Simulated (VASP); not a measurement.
GaN:

```
CELL_PARAMETERS angstrom
3.30003 0.00000 0.00000
-1.65002 2.85791 0.00000
0.00000 0.00000 4.77014
ATOMIC_POSITIONS crystal
Ga 0.33333 0.66667 0.25000
Ga 0.66667 0.33333 0.75000
N 0.66667 0.33333 0.25000
N 0.33333 0.66667 0.75000
```

This cell differs from its parent crystal: uniaxial z strain +0.3%.

Base run:

```yaml
Program: VASP 6.6.1
Functional: r2SCAN
Potentials_or_basis: VASP PAW PBE potentials, release 64 (Ga_d, N)
Cutoff: 520 eV
k_mesh: 12 × 12 × 6
Occupations: gaussian, width 0.01 eV
Spin: no spin polarisation
```

Its results: band gap on the k mesh 1.86 eV; pressure 0.6 GPa.

Q: The run is repeated on the same cell with these changes: functional from r2SCAN to PBE; occupations from gaussian, width 0.01 eV to fermi-dirac, width 0.02 eV. What comes out?

A: Band gap on the k mesh 1.44 eV; pressure 6.0 GPa.

Caveats: the PAW data sets were made with another functional, which shifts forces and pressure a little (at least some runs); the cell stands under pressure (at least some runs).

